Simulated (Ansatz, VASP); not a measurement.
CaF2 in VASP and in Ansatz

INCAR

```
PREC = Accurate ; ENCUT = 520
EDIFF = 1E-6 ; ISMEAR = 0
SIGMA = 0.05 ; LREAL = F
LASPH = T ; NELM = 120
ALGO = Normal ; ISIF = 2
LWAVE = F ; LCHARG = T
LDIPOL = T ; IDIPOL = 3
DIPOL = 0.5 0.5 0.444 ; GGA = PE
IVDW = 12 ; LELF = T
LVHAR = T ; LVACPOTAV = T
NBANDS = 114 ; GGA_COMPAT = F
NELMDL = -8
```

KPOINTS

```
regular mesh
0
Gamma
  2 3 1
```

POSCAR

```
CaF2
1.0
    7.7347822766      0.0000000000      0.0000000000
    0.0000000000      5.4693169988      0.0000000000
    0.0000000000      0.0000000000     24.5510867075
Ca F
8 16
Direct
    0.2500000000      0.5000000000      0.3258511566
    0.7500000000      0.5000000000      0.3258511566
    0.5000000000      0.0000000000      0.4046132738
    0.0000000000      0.0000000000      0.4046132738
    0.7499951987      0.5000723086      0.4871571642
    0.2501202692      0.4995650825      0.4872414782
    0.0003404884     -0.0007409382      0.5562214132
    0.4994603635     -0.0004218303      0.5568348016
    0.5000000000      0.7500000000      0.3258511566
    0.0000000000      0.7500000000      0.3258511566
    0.5000000000      0.2500000000      0.3258511566
    0.0000000000      0.2500000000      0.3258511566
    0.7500000000      0.2500000000      0.4046132738
    0.2500000000      0.2500000000      0.4046132738
    0.7500000000      0.7500000000      0.4046132738
    0.2500000000      0.7500000000      0.4046132738
    0.0002007928      0.7481036050      0.4833599616
    0.4998094890      0.7484969230      0.4834792162
   -0.0001698008      0.2507946091      0.4831579269
    0.5003723308      0.2508922662      0.4836713111
    0.2484796756      0.2376525808      0.5632860910
    0.7522749855      0.2389827988      0.5636330250
    0.2500129744      0.7608074694      0.5638941183
    0.7498051831      0.7616265261      0.5637617803
```

Input for Ansatz:

```yaml
crystal:
  lattice:
    - [7.7347822766, 0.0, 0.0]
    - [0.0, 5.4693169988, 0.0]
    - [0.0, 0.0, 24.5510867075]
  atoms:
    - { symbol: Ca, position: [0.25, 0.5, 0.3258511566] }
    - { symbol: Ca, position: [0.75, 0.5, 0.3258511566] }
    - { symbol: F, position: [0.5, 0.75, 0.3258511566] }
    - { symbol: F, position: [0.0, 0.75, 0.3258511566] }
    - { symbol: F, position: [0.5, 0.25, 0.3258511566] }
    - { symbol: F, position: [0.0, 0.25, 0.3258511566] }
    - { symbol: Ca, position: [0.5, 0.0, 0.4046132738] }
    - { symbol: Ca, position: [0.0, 0.0, 0.4046132738] }
    - { symbol: F, position: [0.75, 0.25, 0.4046132738] }
    - { symbol: F, position: [0.25, 0.25, 0.4046132738] }
    - { symbol: F, position: [0.75, 0.75, 0.4046132738] }
    - { symbol: F, position: [0.25, 0.75, 0.4046132738] }
    - { symbol: Ca, position: [0.7499951987, 0.5000723086, 0.4871571642] }
    - { symbol: Ca, position: [0.2501202692, 0.4995650825, 0.4872414782] }
    - { symbol: F, position: [0.0002007928, 0.748103605, 0.4833599616] }
    - { symbol: F, position: [0.499809489, 0.748496923, 0.4834792162] }
    - { symbol: F, position: [-0.0001698008, 0.2507946091, 0.4831579269] }
    - { symbol: F, position: [0.5003723308, 0.2508922662, 0.4836713111] }
    - { symbol: Ca, position: [0.0003404884, -0.0007409382, 0.5562214132] }
    - { symbol: Ca, position: [0.4994603635, -0.0004218303, 0.5568348016] }
    - { symbol: F, position: [0.2484796756, 0.2376525808, 0.563286091] }
    - { symbol: F, position: [0.7522749855, 0.2389827988, 0.563633025] }
    - { symbol: F, position: [0.2500129744, 0.7608074694, 0.5638941183] }
    - { symbol: F, position: [0.7498051831, 0.7616265261, 0.5637617803] }
basis:
  ecutwfc: 420
kpoints:
  mp_grid: { grid: [2, 3, 1] }
hamiltonian:
  xc: pbe
  dispersion: d3bj
scf:
  occupations: { method: gaussian, width: 0.05 }
output:
  forces: true
  eigenvalues: true
  write_density: true
  volumetric_format: npy
efield:
  axis: 3
  dipole_correction: true
  ramp_width: 0.04
```

Alike in both runs: task single point; functional PBE; dispersion D3(BJ); k mesh 2 × 3 × 1; occupations gaussian, width 0.05 eV; no spin polarisation.

|  | VASP | Ansatz |
| --- | --- | --- |
| version | VASP 6.6.1 | Ansatz 0.2.0 |
| potentials or method | VASP PAW PBE potentials, release 64 (Ca_sv, F), cutoff 520 eV | scalar-relativistic, plane waves, PAW |
| valence electrons in the cell | 192 | 192 |

Ansatz gave:

```
gap on the k mesh at the Fermi level (eV) : 5.00
least direct gap on the mesh (eV)         : 5.00
rms of the force components (eV/Å)        : 0.298
```

**Question.** Estimate VASP's values.

**Answer.** gap on the k mesh at the Fermi level (eV): 4.99; least direct gap on the mesh (eV): 4.99; rms of the force components (eV/Å): 0.293.
